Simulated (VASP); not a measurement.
Set up this calculation in VASP 6.6.1, as the native input.

| Item | Value |
| --- | --- |
| Task | single point |
| Functional | PBEsol |
| Potentials or basis | VASP PAW PBE potentials, release 64 (Sn_d, Te) |
| Cutoff | 520 eV |
| k mesh | 10 × 10 × 10 |
| Occupations | gaussian, width 0.03 eV |
| Spin | no spin polarisation |
| Dipole correction | no |
| Further INCAR settings | ALGO = Normal; EDIFF = 1e-06; NBANDS = 17 |

The structure of SnTe lies in POSCAR:

```
SnTe
1.0
    0.0000000000      3.1565000000      3.1565000000
    3.1565000000      0.0000000000      3.1565000000
    3.1565000000      3.1565000000      0.0000000000
Sn Te
1 1
Direct
    0.0000000000      0.0000000000      0.0000000000
    0.4542729076      0.4542729076      0.4542729076
```

This cell differs from its parent crystal: all Te atoms moved -0.500 Å, as atom 2 along Cartesian [1 1 1].

The input as run:

INCAR

```
SYSTEM = SnTe
  ALGO = Normal
  EDIFF = 1E-6
  ENCUT = 520
  GGA = PS
  ISIF = 2
  ISMEAR = 0
  LASPH = .TRUE.
  LCHARG = .FALSE.
  LREAL = .FALSE.
  LWAVE = .FALSE.
  NBANDS = 17
  NELM = 60
  PREC = Accurate
  SIGMA = 0.03
```

KPOINTS

```
k-points
0
G
  10 10 10
  0 0 0
```

Potentials or basis: VASP PAW PBE potentials, release 64 (Sn_d, Te).

Launch:

```bash
$ cat potpaw_PBE.64/Sn_d/POTCAR potpaw_PBE.64/Te/POTCAR > POTCAR
$ mpirun -np 1 vasp_std > vasp.out
```

It gave:

The pressure is 2.6 GPa. The largest force is 1.023 eV/Å. The band gap on the k mesh is 0.49 eV.

Caveat: the cell differs from its parent crystal (all Te atoms moved -0.500 Å, as atom 2 along Cartesian [1 1 1]); semilocal functionals underestimate gaps, and a narrow one can read as zero; the PAW data sets were made with another functional, which shifts forces and pressure a little; spin-orbit coupling is left out, which moves the levels of the heavy elements.

Wall time 41 s on 1 thread of Intel(R) Xeon(R) 6975P-C (Granite Rapids) (shared host), peak memory 0.29 GiB.
